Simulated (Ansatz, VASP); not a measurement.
# Two plane-wave programs on Si2Mo

The input INCAR:

```
  PREC = Accurate
  ENCUT = 520
  EDIFF = 1E-6
  ISMEAR = 0
  SIGMA = 0.15
  LREAL = F
  LASPH = T
  NELM = 60
  ALGO = Normal
  ISIF = 2
  LWAVE = F
  LCHARG = T
  GGA = PS
  LELF = T
  LVHAR = T
  NBANDS = 18
```

Contents of KPOINTS:

```
regular mesh
0
Gamma
  20 20 20
```

The input POSCAR:

```
Si2Mo
1.0
   -1.6349109575      1.6349109575      3.9106920000
    1.6349109575     -1.6349109575      3.9106920000
    1.6349109575      1.6349109575     -3.9106920000
Si Mo
2 1
Direct
    0.3350596655      0.3350596655      0.0000000000
    0.6649403345      0.6649403345      0.0000000000
    0.0000000000      0.0000000000      0.0000000000
```

Input for Ansatz:

```yaml
crystal:
  lattice:
    - [-1.6349109575, 1.6349109575, 3.910692]
    - [1.6349109575, -1.6349109575, 3.910692]
    - [1.6349109575, 1.6349109575, -3.910692]
  atoms:
    - { symbol: Si, position: [0.3350596655, 0.3350596655, 0.0] }
    - { symbol: Si, position: [0.6649403345, 0.6649403345, 0.0] }
    - { symbol: Mo, position: [0.0, 0.0, 0.0] }
basis:
  ecutwfc: 420
kpoints:
  mp_grid: { grid: [20, 20, 20] }
hamiltonian:
  xc: pbesol
scf:
  occupations: { method: gaussian, width: 0.15 }
output:
  forces: true
  stress: true
  eigenvalues: true
```

Change from the starting cell: strain +0.025 along x and y, +0.000 along z, atoms carried along.

Alike in both runs: task single point; functional PBEsol; k mesh 20 × 20 × 20; occupations gaussian, width 0.15 eV; no spin polarisation.

|  | VASP | Ansatz |
| --- | --- | --- |
| version | VASP 6.6.1 | Ansatz 0.2.0 |
| potentials or method | VASP PAW PBE potentials, release 64 (Si, Mo_sv), cutoff 520 eV | scalar-relativistic, plane waves, PAW |
| valence electrons in the cell | 22 | 22 |

|  | VASP | Ansatz | Ansatz less VASP |
| --- | --- | --- | --- |
| gap on the k mesh at the Fermi level (eV) | none | none | - |
| pressure (GPa) | -9.0 | -9.3 | -0.33 |
| traceless stress, the component that is largest in VASP (GPa) | 5.11 | 5.09 | -0.016 |
| rms of the force components (eV/Å) | 0.034 | 0.036 | +0.0016 |

VASP's potentials were made for PBE, not for PBEsol. Atom by atom the forces differ by 0.002 eV/Å (rms over components). A gap of «none» marks a metal or a gap that the smearing closes.
